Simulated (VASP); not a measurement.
Wanted: the native input for a VASP 6.6.1 run.

```
Task                   : single point
Functional             : PBE
Potentials or basis    : VASP PAW PBE potentials, release 64 (Sr_sv, Ta_pv, O)
Cutoff                 : 520 eV
k mesh                 : 4 × 4 × 1
Occupations            : gaussian, width 0.2 eV
Spin                   : no spin polarisation
Dipole correction      : no
Further INCAR settings : LREAL = Auto; ALGO = Normal; EDIFF = 1e-06; NBANDS = 80
```

The structure of SrTaO2 lies in POSCAR:

```
SrTaO2
1.0
    3.9501459284      0.0000000000      0.0000000000
    0.0000000000      3.9501459284      0.0000000000
    0.0000000000      0.0000000000     15.9631128747
Sr Ta O
4 4 8
Direct
    0.5000000000      0.0000000000      0.5819088828
    0.5000000000      0.0000000000      0.8313502296
    0.0000000000      0.5000000000      0.4180911172
    0.0000000000      0.5000000000      0.1686497704
    0.0000000000      0.5000000000      0.7046113453
    0.0000000000      0.5000000000      0.9689753251
    0.5000000000      0.0000000000      0.2953886547
    0.5000000000      0.0000000000      0.0310246749
    0.5000000000      0.5000000000      0.7006365156
    0.0000000000      0.0000000000      0.7006365156
    0.0000000000      0.5000000000      0.8312315656
    0.0000000000      0.5000000000      0.5714165109
    0.5000000000      0.5000000000      0.2993634844
    0.0000000000      0.0000000000      0.2993634844
    0.5000000000      0.0000000000      0.1687684344
    0.5000000000      0.0000000000      0.4285834891
```

One way to write it, as run:

INCAR

```
PREC     = Accurate       # precision mode
ENCUT    = 520            # plane-wave cutoff, eV
EDIFF    = 1E-6           # SCF threshold, eV
ISMEAR   = 0              # smearing method
SIGMA    = 0.2            # smearing width, eV
LREAL    = Auto         
LASPH    = True           # aspherical terms in the spheres
NELM     = 100            # most SCF steps
ALGO     = Normal         # electronic algorithm
ISIF     = 2              # what is computed and relaxed
LWAVE    = False          # write WAVECAR
LCHARG   = True           # write CHGCAR
GGA      = PE             # functional
LELF     = True           # ELF
LVHAR    = True         
NBANDS   = 80             # bands
```

KPOINTS

```
regular mesh
0
Gamma
  4 4 1
```

Potentials or basis: VASP PAW PBE potentials, release 64 (Sr_sv, Ta_pv, O).

Run with:

```bash
$ cat potpaw_PBE.64/Sr_sv/POTCAR potpaw_PBE.64/Ta_pv/POTCAR potpaw_PBE.64/O/POTCAR > POTCAR
$ mpirun -np 1 vasp_std > vasp.out
```

Results of the run:

```json
{
  "Pressure": "0.7 GPa",
  "Largest force": "0.068 eV/Å",
  "Band gap on the k mesh": "zero (bands 66 and 67 overlap by 0.35 eV)"
}
```

Caveat: the k points lie up to 0.40 Å⁻¹ apart; spin-orbit coupling is left out, which moves the levels of the heavy elements.

Wall time 2.5 min on 1 thread of AMD EPYC 9R45 96-Core Processor (Zen 5), with other jobs on the host, peak memory 0.33 GiB.
